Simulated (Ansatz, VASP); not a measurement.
**One calculation of BiTe, two programs**

The input INCAR:

```
PREC     = Accurate       # precision mode
ENCUT    = 520            # plane-wave cutoff, eV
EDIFF    = 1E-7           # SCF threshold, eV
ISMEAR   = 0              # smearing method
SIGMA    = 0.15           # smearing width, eV
LREAL    = F              # projectors in reciprocal space
LASPH    = T              # aspherical terms in the spheres
NELM     = 100            # most SCF steps
ALGO     = Normal         # electronic algorithm
ISIF     = 2              # what is computed and relaxed
LWAVE    = F              # write WAVECAR
LCHARG   = F              # write CHGCAR
GGA      = PS             # functional
NBANDS   = 18             # bands
```

Contents of KPOINTS:

```
Automatic mesh
0
Gamma
  14 14 14
```

Contents of POSCAR:

```
BiTe
1.0
    0.0000000000      3.2350000000      3.2350000000
    3.2350000000      0.0000000000      3.2350000000
    3.2350000000      3.2350000000      0.0000000000
Bi Te
1 1
Direct
    0.0309119011      0.0309119011     -0.0309119011
    0.5000000000      0.5000000000      0.5000000000
```

Input for Ansatz:

```yaml
crystal:
  lattice:
    - [0.0, 3.235, 3.235]
    - [3.235, 0.0, 3.235]
    - [3.235, 3.235, 0.0]
  atoms:
    - { symbol: Bi, position: [0.0309119011, 0.0309119011, -0.0309119011] }
    - { symbol: Te, position: [0.5, 0.5, 0.5] }
basis:
  ecutwfc: 420
kpoints:
  mp_grid: { grid: [14, 14, 14] }
hamiltonian:
  xc: pbesol
scf:
  occupations: { method: gaussian, width: 0.15 }
output:
  forces: true
  stress: true
  eigenvalues: true
```

Change from the starting cell: all Bi atoms moved -0.200 Å, as atom 1 towards its neighbour atom 2 (Te) at 3.235 Å.

Alike in both runs: task single point; functional PBEsol; k mesh 14 × 14 × 14; occupations gaussian, width 0.15 eV; no spin polarisation.

|  | VASP | Ansatz |
| --- | --- | --- |
| version | VASP 6.6.1 | Ansatz 0.2.0 |
| potentials or method | VASP PAW PBE potentials, release 64 (Bi_d, Te), cutoff 520 eV | scalar-relativistic, plane waves, PAW |
| valence electrons in the cell | 21 | 31 |

```tsv
	VASP	Ansatz	Ansatz less VASP
gap on the k mesh at the Fermi level (eV)	none	none	-
pressure (GPa)	-1.0	-1.0	+0.02
traceless stress, the component that is largest in VASP (GPa)	0.64	0.63	-0.011
rms of the force components (eV/Å)	0.291	0.289	-0.0028
```

VASP's potentials were made for PBE, not for PBEsol. Atom by atom the forces differ by 0.003 eV/Å (rms over components). A gap of «none» marks a metal or a gap that the smearing closes. With one functional, cell and mesh, what is left measures potentials, basis and numerics. VASP's potentials hold 21 valence electrons a cell and Ansatz's 31, so a difference there can come from the potentials and not from the codes.

Spin-orbit coupling is off throughout.
